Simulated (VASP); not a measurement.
A run of VASP 6.6.1:

INCAR

```
ALGO = Normal
EDIFF = 1E-6
ENCUT = 500
GGA = PE
GGA_COMPAT = F
ISIF = 2
ISMEAR = -1
KPAR = 4
LASPH = T
LCHARG = F
LNONCOLLINEAR = T
LORBIT = 11
LORBMOM = T
LREAL = F
LSORBIT = T
LWAVE = F
MAGMOM = 0 0 0 0 0 0 0 0 0 0 0 0 0 0 0 0 0 0 0 0 0 0 0 0
NBANDS = 90
NELM = 200
PREC = Accurate
SIGMA = 0.02
```

File KPOINTS:

```
k-points
0
Gamma
  6 6 6
```

POSCAR

```
ZnSnP2
1.0
   -2.8252090207      2.8252090207      5.6635693201
    2.8252090207     -2.8252090207      5.6635693201
    2.8252090207      2.8252090207     -5.6635693201
Zn Sn P
2 2 4
Direct
    0.7500000000      0.2500000000      0.5000000000
    0.0000000000      0.0000000000      0.0000000000
    0.2500000000      0.7500000000      0.5000000000
    0.5000000000      0.5000000000      0.0000000000
    0.3750000000      0.3532624366      0.4782624366
    0.6467375634      0.1250000000      0.0217375634
    0.1032624366      0.6250000000      0.9782624366
    0.8750000000      0.8967375634      0.5217375634
```

Potentials or basis: VASP PAW PBE potentials, release 64 (Zn, Sn_d, P).

Launch:

```bash
$ cat potpaw_PBE.64/Zn/POTCAR potpaw_PBE.64/Sn_d/POTCAR potpaw_PBE.64/P/POTCAR > POTCAR
$ mpirun -np 4 vasp_ncl > vasp.out
```

Hardware: 4 MPI ranks on Intel(R) Xeon(R) Platinum 8259CL CPU @ 2.50GHz (Skylake/Cascade Lake), on a shared host.

Q: How long does it take, and how much memory?

A: It took 19 min on 4 MPI ranks on Intel(R) Xeon(R) Platinum 8259CL CPU @ 2.50GHz (Skylake/Cascade Lake), on a shared host, peak memory 1.6 GiB a rank. Counts: scf iterations 15, k points 41.
